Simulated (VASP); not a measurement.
Runs of VASP 6.6.1 on As. The structure is that of space group P6/mmm (No. 191), or close to it. The cells are those of the table. This isn't the form of As at room conditions, which is rhombohedral.

```csv
task,level,potentials or basis,cell,cutoff (eV),smearing,gap on the mesh (eV),pressure (GPa)
single point,BLYP,"VASP PAW PBE potentials, release 64 (As)","a = 4.643, b = 4.643, c = 2.940 Å, angles 90.0, 90.0, 120.0°, 2 atoms",520,fermi-dirac 0.05 eV,none,0.2
single point,r2SCAN,"VASP PAW PBE potentials, release 64 (As)","a = 4.566, b = 4.566, c = 2.834 Å, angles 90.0, 90.0, 120.0°, 2 atoms",520,fermi-dirac 0.05 eV,none,(a)
relaxation of cell and atoms,BLYP,"VASP PAW PBE potentials, release 64 (As)","relaxed from a = 4.566, b = 4.566, c = 2.834 Å, angles 90.0, 90.0, 120.0°, 2 atoms",600,fermi-dirac 0.05 eV,none,0.0
single point,PBE,"VASP PAW PBE potentials, release 64 (As)","a = 4.566, b = 4.566, c = 2.834 Å, angles 90.0, 90.0, 120.0°, 2 atoms",520,gaussian 0.012 eV,none,0.1
single point,PBEsol,"VASP PAW PBE potentials, release 64 (As_d)","a = 4.477, b = 4.477, c = 2.799 Å, angles 90.0, 90.0, 120.0°, 2 atoms",510,fermi-dirac 0.05 eV,none,0.1
```

Alike in all rows: no spin polarisation; k mesh 7 × 7 × 9.

Q: Fill in the values left out.

A: (a) -1.7.

Caveats: the PAW data sets were made with another functional, which shifts forces and pressure a little (at least some runs).

A k mesh can miss the band edges, and the runs leave out spin-orbit coupling on As.

A gap of «none» marks levels without a gap at the run's occupations.

The runs don't all hold the same shells in valence.
